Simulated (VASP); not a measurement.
# P (Im-3m) in VASP: a series of runs

Runs on P. Level: PBE+D3(BJ). Tasks: single point.

Everything below comes from runs of VASP 6.6.1. Logs are shortened: lines on timing, memory, paths and dates and some standing lists are left out, and cuts for length are marked.

### 1 The cell of the first run

The structure is cubic, space group Im-3m (No. 229). Conventional cell: a = 2.735 Å, b = 2.735 Å, c = 2.735 Å, α = 90.00°, β = 90.00°, γ = 90.00°. Within 3.1 Å of P (site symmetry m-3m) lie 14 P at 2.37 to 2.73 Å.

### 2 Single point, PBE+D3(BJ) (volume scaled by 0.760)

The input, INCAR:

```
SYSTEM = P
PREC = Accurate ; ENCUT = 520
EDIFF = 1E-6 ; ISMEAR = 0
SIGMA = 0.05 ; LREAL = .FALSE.
LASPH = .TRUE. ; NELM = 100
ALGO = Normal ; ISIF = 2
LWAVE = .FALSE. ; LCHARG = .FALSE.
GGA = PE ; IVDW = 12
NBANDS = 8
```

The input, KPOINTS:

```
Automatic mesh
0
G
  22 22 22
  0 0 0
```

The input, POSCAR:

```
P
1.0
   -1.3673101980      1.3673101980      1.3673101980
    1.3673101980     -1.3673101980      1.3673101980
    1.3673101980      1.3673101980     -1.3673101980
P
1
Direct
    0.0000000000      0.0000000000      0.0000000000
```

Potentials or basis: VASP PAW PBE potentials, release 64 (P).

On the command line:

```console
> cat potpaw_PBE.64/P/POTCAR > POTCAR
> mpirun -np 1 vasp_std > vasp.out
```

OUTCAR:

```text
SYSTEM = P
   PREC = Accurate
   ENCUT = 520
   EDIFF = 1E-6
   ISMEAR = 0
   LREAL = .FALSE.
   LASPH = .TRUE.
   NELM = 100
   ISIF = 2
   GGA = PE
   IVDW = 12
 IVDW          = 12

 ion  position               nearest neighbor table
   1  0.000  0.000  0.000-

  LATTYP: Found a body centered cubic cell.
 ALAT       =     2.7346203960

  Lattice vectors:

 A1 = (  -1.3673101980,   1.3673101980,   1.3673101980)
 A2 = (   1.3673101980,  -1.3673101980,   1.3673101980)
 A3 = (   1.3673101980,   1.3673101980,  -1.3673101980)

Analysis of symmetry for initial positions (statically):
=====================================================================
 Subroutine PRICEL returns:
 Original cell was already a primitive cell.

 Routine SETGRP: Setting up the symmetry group for a
 body centered cubic supercell.

 Subroutine GETGRP returns: Found 48 space group operations
 (whereof 48 operations were pure point group operations)
 out of a pool of 48 trial point group operations.

The static configuration has the point symmetry O_h .

Analysis of symmetry for dynamics (positions and initial velocities):
=====================================================================
 Subroutine PRICEL returns:
 Original cell was already a primitive cell.

 Routine SETGRP: Setting up the symmetry group for a
 body centered cubic supercell.

 Subroutine GETGRP returns: Found 48 space group operations
 (whereof 48 operations were pure point group operations)
 out of a pool of 48 trial point group operations.

The dynamic configuration has the point symmetry O_h .

 Subroutine INISYM returns: Found 48 space group operations
 (whereof 48 operations are pure point group operations),
 and found     1 'primitive' translations

----------------------------------------------------------------------------------------

                                     Primitive cell

  volume of cell :      10.2249

  direct lattice vectors                    reciprocal lattice vectors
    -1.367310198  1.367310198  1.367310198     0.000000000  0.365681468  0.365681468
     1.367310198 -1.367310198  1.367310198     0.365681468  0.000000000  0.365681468
     1.367310198  1.367310198 -1.367310198     0.365681468  0.365681468  0.000000000

  length of vectors
     2.368250733  2.368250733  2.368250733     0.517151691  0.517151691  0.517151691

  position of ions in fractional coordinates (direct lattice)
     0.000000000  0.000000000  0.000000000

  ion indices of the primitive-cell ions
   primitive index   ion index
                 1           1

----------------------------------------------------------------------------------------

 KPOINTS: Automatic mesh

Automatic generation of k-mesh.
 Grid dimensions read from file:
 generate k-points for:   22   22   22

 Generating k-lattice:

  Cartesian coordinates                     Fractional coordinates (reciprocal lattice)
     0.000000000  0.016621885  0.016621885     0.045454545  0.000000000  0.000000000
     0.016621885  0.000000000  0.016621885     0.000000000  0.045454545  0.000000000
     0.016621885  0.016621885  0.000000000     0.000000000  0.000000000  0.045454545

  Length of vectors
     0.023506895  0.023506895  0.023506895

  Shift w.r.t. Gamma in fractional coordinates (k-lattice)
     0.000000000  0.000000000  0.000000000

 Subroutine IBZKPT returns following result:
 ===========================================

 Found    328 irreducible k-points:

 Following reciprocal coordinates:
            Coordinates               Weight
  0.000000  0.000000  0.000000      1.000000
  0.045455  0.000000  0.000000     12.000000
  0.090909  0.000000  0.000000     12.000000
  0.136364  0.000000  0.000000     12.000000
  0.181818  0.000000  0.000000     12.000000
  0.227273  0.000000  0.000000     12.000000
[... 16 lines left out ...]
  0.090909  0.090909  0.000000     24.000000
  0.136364  0.090909 -0.000000     48.000000
 [... further k-points ...]
   k-points           NKPTS =    328   k-points in BZ     NKDIM =    328   number of bands    NBANDS=      8
   number of dos      NEDOS =    301   number of ions     NIONS =      1
   total plane-waves  NPLWV =   5832
   dimension x,y,z NGX =    18 NGY =   18 NGZ =   18
   dimension x,y,z NGXF=    36 NGYF=   36 NGZF=   36
   ions per type =               1
   NGX,Y,Z   is equivalent  to a cutoff of  12.64, 12.64, 12.64 a.u.
   NGXF,Y,Z  is equivalent  to a cutoff of  25.27, 25.27, 25.27 a.u.
 SYSTEM =  P
   PREC   = accura    normal or accurate (medium, high low for compatibility)
   ISTART =      0    job   : 0-new  1-cont  2-samecut
   ICHARG =      2    charge: 1-file 2-atom 10-const
   ISPIN  =      1    spin polarized calculation?
   LNONCOLLINEAR =      F non collinear calculations
   LSORBIT =      F    spin-orbit coupling
   LASPH  =      T    aspherical Exc in radial PAW
   ENCUT  =  520.0 eV  38.22 Ry    6.18 a.u.   4.40  4.40  4.40*2*pi/ulx,y,z
   NELM   =    100;   NELMIN=  2; NELMDL= -5     # of ELM steps
   EDIFF  = 0.1E-05   stopping-criterion for ELM
   LREAL  =      F    real-space projection
   EDIFFG = 0.1E-04   stopping-criterion for IOM
   NSW    =      0    number of steps for IOM
   IBRION =     -1    ionic relax: 0-MD 1-quasi-New 2-CG
   NFREE  =      0    steps in history (QN), initial steepest desc. (CG)
   ISIF   =      2    stress and relaxation
   ISYM   =      2    0-nonsym 1-usesym 2-fastsym
   POTIM  = 0.5000    time-step for ionic-motion
   TEBEG  =    0.0;   TEEND  =   0.0 temperature during run
   PSTRESS=    0.0 pullay stress
   NELECT =       5.0000    total number of electrons
   NUPDOWN=      -1.0000    fix difference up-down
   EMIN   =  10.00;   EMAX   =-10.00  energy-range for DOS
   EFERMI =   0.00;   METHOD = LEGACY
   ISMEAR =     0;   SIGMA  =   0.05  broadening in eV -4-tet -1-fermi 0-gaus
   EFERMI_NEDOS =   21; number of points for ismear=-14 and -15
   IALGO  =     38    algorithm
   IMIX   =      4    mixing-type and parameters
     AMIX     =   0.40;   BMIX     =  1.00
     AMIX_MAG =   1.60;   BMIX_MAG =  1.00
  volume/ion in A,a.u.               =      10.22        69.00
  Fermi-wavevector in a.u.,A,eV,Ry     =   1.289767  2.437305 22.633262  1.663498
  Thomas-Fermi vector in A             =   2.421639
   LORBIT       =      0    0 simple, 1 ext, 2 COOP (PROOUT), +10 PAW based schemes
   GGA     = PE    functional components
   LHFCALC =     F    Hartree Fock is set to
   AEXX    =    0.0000 exact exchange contribution
   IVDW    =    12    specifies the selected vdW correction
   LEPSILON=     F    determine dielectric tensor
   LRPA    =     F    only Hartree local field effects (RPA)
 non-spin polarized calculation
 Gauss-broadening in eV      SIGMA  =   0.05
  energy-cutoff  :      520.00
  volume of cell :       10.22
 maximum number of plane-waves:       285
 NGX is ok and might be reduce to    18
   NGX =  9   NGY =  9   NGZ =  9

 number of electron       5.0000001 magnetization

 Free energy of the ion-electron system (eV)
  ---------------------------------------------------
  ext. energy  EPLUGINS =         0.00000000
  ---------------------------------------------------
  free energy    TOTEN  =        -4.10781674 eV

  energy without entropy =       -4.10719855  energy(sigma->0) =       -4.10750765

 E-fermi :  15.5655     XC(G=0): -13.0763

 val. band max:       15.5642980482   @ k =  -0.2273   0.3636   0.0455
 cond. band min:      15.5953055823   @ k =   0.2273   0.0455   0.0000
 fundamental gap:      0.0310075341
 Fermi energy:        15.5654771448

 k-point     1 :       0.0000    0.0000    0.0000
  band No.  band energies     occupation
      1      -4.9623      2.00000
      2      26.5583      0.00000
      3      26.5583      0.00000
      4      26.5583      0.00000
      5      28.3982      0.00000
      6      28.3982      0.00000
      7      28.3982      0.00000
      8      33.3091      0.00000

 k-point     2 :       0.0455    0.0000    0.0000
  band No.  band energies     occupation
      1      -4.8832      2.00000
      2      25.5541      0.00000
      3      25.8007      0.00000
      4      26.4611      0.00000
      5      28.1412      0.00000
      6      28.9667      0.00000
      7      29.2915      0.00000
      8      32.6494      0.00000

 k-point     3 :       0.0909    0.0000    0.0000
  band No.  band energies     occupation
      1      -4.6460      2.00000
      2      23.6491      0.00000
      3      24.6447      0.00000
      4      26.1802      0.00000
      5      27.4840      0.00000
      6      29.4756      0.00000
      7      30.8541      0.00000
      8      31.8540      0.00000

 k-point     4 :       0.1364    0.0000    0.0000
  band No.  band energies     occupation
      1      -4.2512      2.00000
      2      21.4231      0.00000
      3      23.5481      0.00000
      4      25.7511      0.00000
      5      26.6338      0.00000
      6      29.1482      0.00000
      7      31.9742      0.00000
      8      32.6251      0.00000

 k-point     5 :       0.1818    0.0000    0.0000
  band No.  band energies     occupation
      1      -3.6995      2.00000
      2      19.0733      0.00000
      3      22.5658      0.00000
      4      25.2308      0.00000
      5      25.7433      0.00000
      6      28.3982      0.00000
      7      32.6726      0.00000
      8      33.2057      0.00000
[... 177 lines left out ...]
 k-point    22 :       0.4545    0.0455    0.0000
  band No.  band energies     occupation
      1       3.6434      2.00000
      2       5.3614      2.00000
      3      18.7853      0.00000
      4      21.2335      0.00000
      5      24.0218      0.00000
      6      25.9836      0.00000
      7      37.5608      0.00000
      8      38.5640      0.00000

 k-point    23 :       0.0909    0.0909    0.0000
  band No.  band energies     occupation
      1      -4.0146      2.00000
      2      21.1947      0.00000
      3      21.9314      0.00000
      4      24.3532      0.00000
      5      27.8180      0.00000
      6      29.6810      0.00000
      7      31.1403      0.00000
      8      32.6772      0.00000

 k-point    24 :       0.1364    0.0909   -0.0000
  band No.  band energies     occupation
      1      -3.4635      2.00000
      2      19.1890      0.00000
      3      20.6619      0.00000
      4      23.5396      0.00000
      5      27.5372      0.00000
      6      29.3215      0.00000
      7      31.5819      0.00000
      8      33.6914      0.00000

 [... further k-points ...]

------------------------ aborting loop because EDIFF is reached ----------------------------------------

 Edisp (eV)   -0.68918

 E8    (eV) :    -0.2584

  FORCE on cell =-STRESS in cart. coord.  units (eV):
  Direction    XX          YY          ZZ          XY          YZ          ZX
  --------------------------------------------------------------------------------------
  -------------------------------------------------------------------------------------
  Total       3.16754     3.16754     3.16754    -0.00000    -0.00000    -0.00000
  in kB     496.33117   496.33117   496.33117    -0.00000    -0.00000    -0.00000
  external pressure =      496.33 kB  Pullay stress =        0.00 kB

 VOLUME and BASIS-vectors are now :
 -----------------------------------------------------------------------------
  energy-cutoff  :      520.00
  volume of cell :       10.22
      direct lattice vectors                 reciprocal lattice vectors
    -1.367310198  1.367310198  1.367310198     0.000000000  0.365681468  0.365681468
     1.367310198 -1.367310198  1.367310198     0.365681468  0.000000000  0.365681468
     1.367310198  1.367310198 -1.367310198     0.365681468  0.365681468  0.000000000

 POSITION                                       TOTAL-FORCE (eV/Angst)
 -----------------------------------------------------------------------------------
      0.00000      0.00000      0.00000         0.000000     -0.000000     -0.000000
 -----------------------------------------------------------------------------------
    total drift:                                0.000000     -0.000000      0.000000

  FREE ENERGIE OF THE ION-ELECTRON SYSTEM (eV)
  ---------------------------------------------------
  free  energy   TOTEN  =        -4.7969976935 eV

  energy  without entropy=       -4.7963795055  energy(sigma->0) =       -4.79668860
```

It took 14 s on 1 thread of Intel Xeon Platinum 8259CL at 2.50GHz (Skylake/Cascade Lake), shared host; peak memory 0.14 GiB.

What came out:

| Property | Result |
| --- | --- |
| Free energy | -4.7970 eV |
| Pressure | 49.6 GPa |
| Dispersion energy per atom | -0.689 eV |

Levels at points of the mesh, in eV from the Fermi level:
```tsv
k point	band 1	band 2	band 3	band 4	band 5	band 6
(0.00, 0.00, 0.00)	-20.53	10.99	10.99	10.99	12.83	12.83
(0.50, 0.00, 0.00)	-11.34	-10.94	3.77	6.78	7.23	9.78
(0.50, 0.50, 0.50)	-3.55	-3.55	-3.55	-1.19	0.37	0.37
```

Caveat: the cell differs from its parent crystal (volume scaled by 0.760); pairwise dispersion overbinds metals, which lowers pressure and volume.

### 3 Single point, PBE+D3(BJ)

This run uses another cell than the first one, of 13.45 Å³/atom, 1.316 times its volume.

The input, INCAR:

```
PREC = Accurate
ENCUT = 520
EDIFF = 1E-7
ISMEAR = 0
SIGMA = 0.05
LREAL = F
LASPH = T
NELM = 60
ALGO = Normal
ISIF = 2
LWAVE = F
LCHARG = F
GGA = PE
IVDW = 12
NBANDS = 8
```

The input, KPOINTS:

```
regular mesh
0
Gamma
  20 20 20
```

The input, POSCAR:

```
P
1.0
   -1.4982899124      1.4982899124      1.4982899124
    1.4982899124     -1.4982899124      1.4982899124
    1.4982899124      1.4982899124     -1.4982899124
P
1
Direct
    0.0000000000      0.0000000000      0.0000000000
```

Potentials or basis: VASP PAW PBE potentials, release 64 (P).

On the command line:

```console
> cat potpaw_PBE.64/P/POTCAR > POTCAR
> mpirun -np 1 vasp_std > vasp.out
```

It took 15 s on 1 thread of Intel Xeon Platinum 8259CL at 2.50GHz (Skylake/Cascade Lake), shared host; peak memory 0.14 GiB.

It converged, with:

```
Free energy                : -5.1871 eV
Pressure                   : -0.3 GPa
Dispersion energy per atom : -0.519 eV
```

Levels at points of the mesh, in eV from the Fermi level:
```tsv
k point	band 1	band 2	band 3	band 4	band 5	band 6
(0.00, 0.00, 0.00)	-17.06	7.73	7.73	7.73	12.13	12.13
(0.50, 0.00, 0.00)	-10.16	-8.34	2.64	5.59	7.28	8.45
(0.50, 0.50, 0.50)	-3.77	-2.76	-2.76	-2.76	2.11	2.11
```

Caveat: pairwise dispersion overbinds metals, which lowers pressure and volume.

[end of part 1 of 2]
